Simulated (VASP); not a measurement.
# Al2Ge2F in VASP: a series of runs

Aim: see how the results for Al2Ge2F move with the level of theory and the settings. Levels: PBE, LDA. Tasks: single point.

Everything below comes from runs of VASP 6.6.1. Logs are shortened: lines on timing, memory, paths and dates and some standing lists are left out, and cuts for length are marked.

## Step 1: The cell of the first run

The typed cell holds 5 atoms: a = 3.948 Å, b = 3.948 Å, c = 6.318 Å, α = 90.00°, β = 90.00°, γ = 60.00°.

## Step 2: Single point, PBE

INCAR reads:

```
SYSTEM = Al2Ge2F
ALGO = Normal
EDIFF = 1E-7
ENCUT = 520
GGA = PE
ISIF = 2
ISMEAR = -1
LASPH = .TRUE.
LCHARG = .TRUE.
LELF = .TRUE.
LREAL = .FALSE.
LVHAR = .TRUE.
LWAVE = .FALSE.
NBANDS = 28
NELM = 100
PREC = Accurate
SIGMA = 0.1
```

KPOINTS reads:

```
k-points
0
G
  5 5 3
  0 0 0
```

POSCAR reads:

```
Al2Ge2F
1.0
    1.9739780000      3.4190270000      0.0000000000
   -1.9739780000      3.4190270000      0.0000000000
    0.0000000000      0.0000000000      6.3182080000
Ge Al F
2 2 1
Direct
    0.3333000000      0.3334000000      0.2654500000
    0.6667000000      0.6666000000      0.7345500000
    0.3333000000      0.3334000000      0.6423000000
    0.6667000000      0.6666000000      0.3577000000
    0.0000000000      0.0000000000      0.0000000000
```

Potentials or basis: VASP PAW PBE potentials, release 64 (Ge_d, Al, F).

Started as:

```sh
$ cat potpaw_PBE.64/Ge_d/POTCAR potpaw_PBE.64/Al/POTCAR potpaw_PBE.64/F/POTCAR > POTCAR
$ mpirun -np 1 vasp_std > vasp.out
```

OUTCAR:

```text
SYSTEM = Al2Ge2F
   EDIFF = 1E-7
   ENCUT = 520
   GGA = PE
   ISIF = 2
   ISMEAR = -1
   LASPH = .TRUE.
   LREAL = .FALSE.
   NELM = 100
   PREC = Accurate

 ion  position               nearest neighbor table
   1  0.333  0.333  0.265-   4 2.35   4 2.35   4 2.35   3 2.38
   2  0.667  0.667  0.735-   3 2.35   3 2.35   3 2.35   4 2.38
   3  0.333  0.333  0.642-   2 2.35   2 2.35   2 2.35   1 2.38   4 2.90   4 2.90   4 2.90
   4  0.667  0.667  0.358-   1 2.35   1 2.35   1 2.35   2 2.38   3 2.90   3 2.90   3 2.90
   5  0.000  0.000  0.000-

  LATTYP: Found a hexagonal cell.
 ALAT       =     3.9479532382
 C/A-ratio  =     1.6003755918

  Lattice vectors:

 A1 = (   1.9739780000,  -3.4190270000,   0.0000000000)
 A2 = (   1.9739780000,   3.4190270000,   0.0000000000)
 A3 = (   0.0000000000,   0.0000000000,   6.3182080000)

Analysis of symmetry for initial positions (statically):
=====================================================================
 Subroutine PRICEL returns:
 Original cell was already a primitive cell.

 Routine SETGRP: Setting up the symmetry group for a
 hexagonal supercell.

 Subroutine GETGRP returns: Found  4 space group operations
 (whereof  4 operations were pure point group operations)
 out of a pool of 24 trial point group operations.

The static configuration has the point symmetry C_2h.

Analysis of symmetry for dynamics (positions and initial velocities):
=====================================================================
 Subroutine PRICEL returns:
 Original cell was already a primitive cell.

 Routine SETGRP: Setting up the symmetry group for a
 hexagonal supercell.

 Subroutine GETGRP returns: Found  4 space group operations
 (whereof  4 operations were pure point group operations)
 out of a pool of 24 trial point group operations.

The dynamic configuration has the point symmetry C_2h.

 Subroutine INISYM returns: Found  4 space group operations
 (whereof  4 operations are pure point group operations),
 and found     1 'primitive' translations

----------------------------------------------------------------------------------------

                                     Primitive cell

  volume of cell :      85.2842

  direct lattice vectors                    reciprocal lattice vectors
     1.973978000  3.419027000  0.000000000     0.253295629  0.146240436  0.000000000
    -1.973978000  3.419027000  0.000000000    -0.253295629  0.146240436  0.000000000
     0.000000000  0.000000000  6.318208000     0.000000000  0.000000000  0.158272725

  length of vectors
     3.947953238  3.947953238  6.318208000     0.292480668  0.292480668  0.158272725

  position of ions in fractional coordinates (direct lattice)
     0.333300000  0.333400000  0.265450000
     0.666700000  0.666600000  0.734550000
     0.333300000  0.333400000  0.642300000
     0.666700000  0.666600000  0.357700000
     0.000000000  0.000000000  0.000000000

  ion indices of the primitive-cell ions
   primitive index   ion index
                 1           1
                 2           2
                 3           3
                 4           4
                 5           5

----------------------------------------------------------------------------------------

 KPOINTS: k-points

Automatic generation of k-mesh.
 Grid dimensions read from file:
 generate k-points for:    5    5    3

 Generating k-lattice:

  Cartesian coordinates                     Fractional coordinates (reciprocal lattice)
     0.050659126  0.029248087  0.000000000     0.200000000 -0.000000000  0.000000000
    -0.050659126  0.029248087  0.000000000    -0.000000000  0.200000000  0.000000000
     0.000000000  0.000000000  0.052757575     0.000000000  0.000000000  0.333333333

  Length of vectors
     0.058496134  0.058496134  0.052757575

  Shift w.r.t. Gamma in fractional coordinates (k-lattice)
     0.000000000  0.000000000  0.000000000

 Subroutine IBZKPT returns following result:
 ===========================================

 Found     24 irreducible k-points:

 Following reciprocal coordinates:
            Coordinates               Weight
  0.000000  0.000000  0.000000      1.000000
  0.200000 -0.000000  0.000000      4.000000
 -0.000000  0.200000  0.000000      2.000000
  0.400000 -0.000000  0.000000      4.000000
 -0.000000  0.400000  0.000000      2.000000
  0.400000  0.200000  0.000000      2.000000
[... 16 lines left out ...]
 -0.200000  0.400000  0.333333      4.000000
  0.400000 -0.200000  0.333333      4.000000
   k-points           NKPTS =     24   k-points in BZ     NKDIM =     24   number of bands    NBANDS=     28
   number of dos      NEDOS =    301   number of ions     NIONS =      5
   total plane-waves  NPLWV =  43200
   dimension x,y,z NGX =    30 NGY =   30 NGZ =   48
   dimension x,y,z NGXF=    60 NGYF=   60 NGZF=   96
   ions per type =               2   2   1
   NGX,Y,Z   is equivalent  to a cutoff of  12.63, 12.63, 12.63 a.u.
   NGXF,Y,Z  is equivalent  to a cutoff of  25.27, 25.27, 25.26 a.u.
 SYSTEM =  Al2Ge2F
   PREC   = accura    normal or accurate (medium, high low for compatibility)
   ISTART =      0    job   : 0-new  1-cont  2-samecut
   ICHARG =      2    charge: 1-file 2-atom 10-const
   ISPIN  =      1    spin polarized calculation?
   LNONCOLLINEAR =      F non collinear calculations
   LSORBIT =      F    spin-orbit coupling
   LASPH  =      T    aspherical Exc in radial PAW
   ENCUT  =  520.0 eV  38.22 Ry    6.18 a.u.   7.34  7.34 11.75*2*pi/ulx,y,z
   NELM   =    100;   NELMIN=  2; NELMDL= -5     # of ELM steps
   EDIFF  = 0.1E-06   stopping-criterion for ELM
   LREAL  =      F    real-space projection
   EDIFFG = 0.1E-05   stopping-criterion for IOM
   NSW    =      0    number of steps for IOM
   IBRION =     -1    ionic relax: 0-MD 1-quasi-New 2-CG
   NFREE  =      0    steps in history (QN), initial steepest desc. (CG)
   ISIF   =      2    stress and relaxation
   ISYM   =      2    0-nonsym 1-usesym 2-fastsym
   POTIM  = 0.5000    time-step for ionic-motion
   TEBEG  =    0.0;   TEEND  =   0.0 temperature during run
   PSTRESS=    0.0 pullay stress
   NELECT =      41.0000    total number of electrons
   NUPDOWN=      -1.0000    fix difference up-down
   EMIN   =  10.00;   EMAX   =-10.00  energy-range for DOS
   EFERMI =   0.00;   METHOD = LEGACY
   ISMEAR =    -1;   SIGMA  =   0.10  broadening in eV -4-tet -1-fermi 0-gaus
   EFERMI_NEDOS =   21; number of points for ismear=-14 and -15
   IALGO  =     38    algorithm
   IMIX   =      4    mixing-type and parameters
     AMIX     =   0.40;   BMIX     =  1.00
     AMIX_MAG =   1.60;   BMIX_MAG =  1.00
  volume/ion in A,a.u.               =      17.06       115.11
  Fermi-wavevector in a.u.,A,eV,Ry     =   1.282468  2.423513 22.377830  1.644724
  Thomas-Fermi vector in A             =   2.414778
   LORBIT       =      0    0 simple, 1 ext, 2 COOP (PROOUT), +10 PAW based schemes
   GGA     = PE    functional components
   LHFCALC =     F    Hartree Fock is set to
   AEXX    =    0.0000 exact exchange contribution
   IVDW    =     0    specifies the selected vdW correction
   LEPSILON=     F    determine dielectric tensor
   LRPA    =     F    only Hartree local field effects (RPA)
 non-spin polarized calculation
  energy-cutoff  :      520.00
  volume of cell :       85.28
 maximum number of plane-waves:      2328
 NGX is ok and might be reduce to    30
   NGX = 15   NGY = 15   NGZ = 23

 number of electron      40.9999998 magnetization

 Free energy of the ion-electron system (eV)
  ---------------------------------------------------
  ext. energy  EPLUGINS =         0.00000000
  ---------------------------------------------------
  free energy    TOTEN  =       -17.71136161 eV

  energy without entropy =      -17.63926597  energy(sigma->0) =      -17.67531379

 E-fermi :   5.1849     XC(G=0): -10.1149

 val. band max:        5.1803417329   @ k =  -0.2000   0.4000   0.0000
 cond. band min:       5.3176936752   @ k =   0.0000   0.0000   0.3333
 fundamental gap:      0.1373519422
 Fermi energy:         5.1849049064

 k-point     1 :       0.0000    0.0000    0.0000
  band No.  band energies     occupation
      1     -19.0978      2.00000
      2     -19.0978      2.00000
      3     -19.0402      2.00000
      4     -19.0401      2.00000
      5     -19.0303      2.00000
      6     -19.0303      2.00000
[... 20 lines left out ...]
     27      11.0422      0.00000
     28      11.0446      0.00000

 k-point     2 :       0.2000   -0.0000    0.0000
  band No.  band energies     occupation
      1     -19.0965      2.00000
      2     -19.0964      2.00000
      3     -19.0409      2.00000
      4     -19.0409      2.00000
      5     -19.0327      2.00000
      6     -19.0299      2.00000
[... 20 lines left out ...]
     27      11.3053      0.00000
     28      11.8591      0.00000

 k-point     3 :      -0.0000    0.2000    0.0000
  band No.  band energies     occupation
      1     -19.0964      2.00000
      2     -19.0964      2.00000
      3     -19.0409      2.00000
      4     -19.0409      2.00000
      5     -19.0327      2.00000
      6     -19.0299      2.00000
[... 20 lines left out ...]
     27      11.3057      0.00000
     28      11.8590      0.00000

 k-point     4 :       0.4000   -0.0000    0.0000
  band No.  band energies     occupation
      1     -19.0944      2.00000
      2     -19.0940      2.00000
      3     -19.0435      2.00000
      4     -19.0420      2.00000
      5     -19.0352      2.00000
      6     -19.0294      2.00000
[... 578 lines left out ...]
     27      12.1885      0.00000
     28      13.2480      0.00000

 k-point    23 :      -0.2000    0.4000    0.3333
  band No.  band energies     occupation
      1     -19.0937      2.00000
      2     -19.0935      2.00000
      3     -19.0434      2.00000
      4     -19.0389      2.00000
      5     -19.0371      2.00000
      6     -19.0322      2.00000
[... 20 lines left out ...]
     27      12.1885      0.00000
     28      13.2480      0.00000

 k-point    24 :       0.4000   -0.2000    0.3333
  band No.  band energies     occupation
      1     -19.0937      2.00000
      2     -19.0935      2.00000
      3     -19.0434      2.00000
      4     -19.0389      2.00000
      5     -19.0371      2.00000
      6     -19.0322      2.00000
[... 20 lines left out ...]
     27      12.1885      0.00000
     28      13.2467      0.00000

------------------------ aborting loop because EDIFF is reached ----------------------------------------

  FORCE on cell =-STRESS in cart. coord.  units (eV):
  Direction    XX          YY          ZZ          XY          YZ          ZX
  --------------------------------------------------------------------------------------
  -------------------------------------------------------------------------------------
  Total        8.4925634      8.5061831     12.0046133      0.0118087      0.0028027     -0.0048543
  in kB      159.5440558    159.7999191    225.5225662      0.2218421      0.0526518     -0.0911938
  external PRESSURE =     181.6221804 kB  Pullay stress =       0.0000000 kB

 VOLUME and BASIS-vectors are now :
 -----------------------------------------------------------------------------
  energy-cutoff  :      520.00
  volume of cell :       85.28
      direct lattice vectors                 reciprocal lattice vectors
     1.973978000  3.419027000  0.000000000     0.253295629  0.146240436  0.000000000
    -1.973978000  3.419027000  0.000000000    -0.253295629  0.146240436  0.000000000
     0.000000000  0.000000000  6.318208000     0.000000000  0.000000000  0.158272725

 POSITION                                       TOTAL-FORCE (eV/Angst)
 -----------------------------------------------------------------------------------
     -0.00020      2.27947      1.67717         0.004202     -0.002426     -2.853426
      0.00020      4.55859      4.64104        -0.004202      0.002426      2.853426
     -0.00020      2.27947      4.05818         0.004809     -0.002776      1.138990
      0.00020      4.55859      2.26002        -0.004809      0.002776     -1.138990
      0.00000      0.00000      0.00000        -0.000000      0.000000      0.000000
 -----------------------------------------------------------------------------------
    total drift:                               -0.000000      0.000000     -0.000000

  FREE ENERGIE OF THE ION-ELECTRON SYSTEM (eV)
  ---------------------------------------------------
  free  energy   TOTEN  =       -17.7113616061 eV

  energy  without entropy=      -17.6392659724  energy(sigma->0) =      -17.67531379
```

Run time: 31 s. Hardware: 1 thread of AMD EPYC 9R45 (Zen 5), shared host; peak memory 0.19 GiB.

What came out:

```yaml
Free_energy: -17.7114 eV
Pressure: 18.2 GPa
Largest_force: 2.853 eV/Å
```

Forces in eV/Å, atoms in the order of the input:
```
Ge   0.004 -0.002 -2.853
Ge  -0.004  0.002  2.853
Al   0.005 -0.003  1.139
Al  -0.005  0.003 -1.139
F    0.000  0.000  0.000
```

Stress tensor (GPa, compression positive):
```
15.95  0.02 -0.01
 0.02 15.98  0.01
-0.01  0.01 22.55
```

Caveat: the k points lie up to 0.37 Å⁻¹ apart; an odd number of electrons without spin polarisation forces a metal; a magnetic or distorted state may lie lower.

## Step 3: Single point, LDA

INCAR reads:

```
PREC = Accurate ; ENCUT = 520
EDIFF = 1E-6 ; ISMEAR = -1
SIGMA = 0.001 ; LREAL = False
LASPH = True ; NELM = 100
ALGO = Normal ; ISIF = 2
LWAVE = False ; LCHARG = False
GGA = CA ; NBANDS = 28
```

KPOINTS reads:

```
Automatic mesh
0
Gamma
  5 5 3
```

POSCAR is that of step 2.

Potentials or basis: VASP PAW LDA potentials, release 64 (Ge_d, Al, F).

Started as:

```sh
$ cat potpaw_LDA.64/Ge_d/POTCAR potpaw_LDA.64/Al/POTCAR potpaw_LDA.64/F/POTCAR > POTCAR
$ mpirun -np 1 vasp_std > vasp.out
```

Run time: 30 s. Hardware: 1 thread of AMD EPYC 9R45 (Zen 5), shared host; peak memory 0.17 GiB.

Results (log left out):

```
Free energy   : -20.7489 eV
Pressure      : 12.5 GPa
Largest force : 2.623 eV/Å
```

Forces in eV/Å, atoms in the order of the input:
```
Ge  -0.003  0.002 -2.623
Ge   0.003 -0.002  2.623
Al   0.000  0.000  1.169
Al   0.000  0.000 -1.169
F    0.000  0.000  0.000
```

Stress tensor (GPa, compression positive):
```
10.25  0.03  0.01
 0.03 10.29  0.00
 0.01  0.00 17.04
```

Levels at points of the mesh, in eV from the Fermi level:
| k point | band 18 | band 19 | band 20 | band 21 | band 22 | band 23 |
| --- | --- | --- | --- | --- | --- | --- |
| (0.00, 0.00, 0.00) | -1.06 | -1.06 | 0.85 | 1.07 | 1.07 | 3.26 |

Caveat: the k points lie up to 0.37 Å⁻¹ apart; an odd number of electrons without spin polarisation forces a metal; a magnetic or distorted state may lie lower.

## Step 4: Single point, PBE

INCAR reads:

```
ALGO     = Normal         # electronic algorithm
EDIFF    = 1E-6           # SCF threshold, eV
ENCUT    = 520            # plane-wave cutoff, eV
GGA      = PE             # functional
ISIF     = 2              # what is computed and relaxed
ISMEAR   = -1             # smearing method
LASPH    = True           # aspherical terms in the spheres
LCHARG   = False          # write CHGCAR
LREAL    = False          # projectors in reciprocal space
LWAVE    = False          # write WAVECAR
NBANDS   = 28             # bands
NELM     = 80             # most SCF steps
PREC     = Accurate       # precision mode
SIGMA    = 0.1            # smearing width, eV
```

KPOINTS reads:

```
k-points
0
Gamma
  5 5 3
```

POSCAR is that of step 3.

Potentials or basis: VASP PAW PBE potentials, release 64 (Ge_d, Al, F).

Started as:

```sh
$ cat potpaw_PBE.64/Ge_d/POTCAR potpaw_PBE.64/Al/POTCAR potpaw_PBE.64/F/POTCAR > POTCAR
$ mpirun -np 1 vasp_std > vasp.out
```

Wall time 28 s (1 thread of AMD EPYC 9R45 (Zen 5), shared host); peak memory 0.19 GiB.

It converged, with:

* Free energy: -17.7114 eV
* Pressure: 18.2 GPa
* Largest force: 2.853 eV/Å

Forces on the atoms (eV/Å):
```
Ge   0.004 -0.002 -2.853
Ge  -0.004  0.002  2.853
Al   0.005 -0.003  1.139
Al  -0.005  0.003 -1.139
F    0.000  0.000  0.000
```

Stress tensor (GPa, compression positive):
```
15.96  0.02 -0.01
 0.02 15.99  0.01
-0.01  0.01 22.55
```

Levels at points of the mesh, in eV from the Fermi level:
```csv
k point,band 18,band 19,band 20,band 21,band 22,band 23
"(0.00, 0.00, 0.00)",-1.11,-1.11,0.89,1.04,1.04,3.31
```

Caveat: the k points lie up to 0.37 Å⁻¹ apart; an odd number of electrons without spin polarisation forces a metal; a magnetic or distorted state may lie lower.
